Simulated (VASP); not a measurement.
Here is a VASP 6.6.1 calculation.

Contents of INCAR:

```
SYSTEM = NiO
ALGO = Normal ; EDIFF = 1E-6
EDIFFG = -0.01 ; ENCUT = 600
GGA = CA ; IBRION = 2
ISIF = 3 ; ISMEAR = -1
ISPIN = 2 ; LASPH = .TRUE.
LCHARG = .FALSE. ; LMAXMIX = 4
LORBIT = 11 ; LREAL = .FALSE.
LWAVE = .FALSE. ; MAGMOM = 1 0
NELM = 150 ; NSW = 60
PREC = Accurate ; SIGMA = 0.05
```

The input KPOINTS:

```
k-points
0
G
  11 11 11
  0 0 0
```

File POSCAR:

```
NiO
1.0
    0.0000000000      2.0859016414      2.0859016414
    2.0859016414      0.0000000000      2.0859016414
    2.0859016414      2.0859016414      0.0000000000
Ni O
1 1
Direct
    0.0000000000      0.0000000000      0.0000000000
    0.5000000000      0.5000000000      0.5000000000
```

Potentials or basis: VASP PAW LDA potentials, release 64 (Ni, O).

Launch:

```sh
$ cat potpaw_LDA.64/Ni/POTCAR potpaw_LDA.64/O/POTCAR > POTCAR
$ mpirun -np 1 vasp_std > vasp.out
```

**Question.** Estimate the space group after relaxing (to 0.05 Å).

**Answer.** Fm-3m (No. 225).

**Question.** Estimate the relaxed volume.

**Answer.** 8.26 Å³/atom.

Step by step:
| step | energy change (eV) | largest force (eV/Å) | pressure (GPa) | volume (Å³) |
| --- | --- | --- | --- | --- |
| 1 | 0.0000 | 0.0000 | -19.89 | 18.15 |
| 2 | -0.0273 | 0.0000 | 23.66 | 15.35 |
| 3 | -0.1092 | 0.0000 | -0.27 | 16.56 |
| 4 | -0.1092 | 0.0000 | 0.19 | 16.53 |

 Zero-point motion and thermal expansion aren't in these numbers.
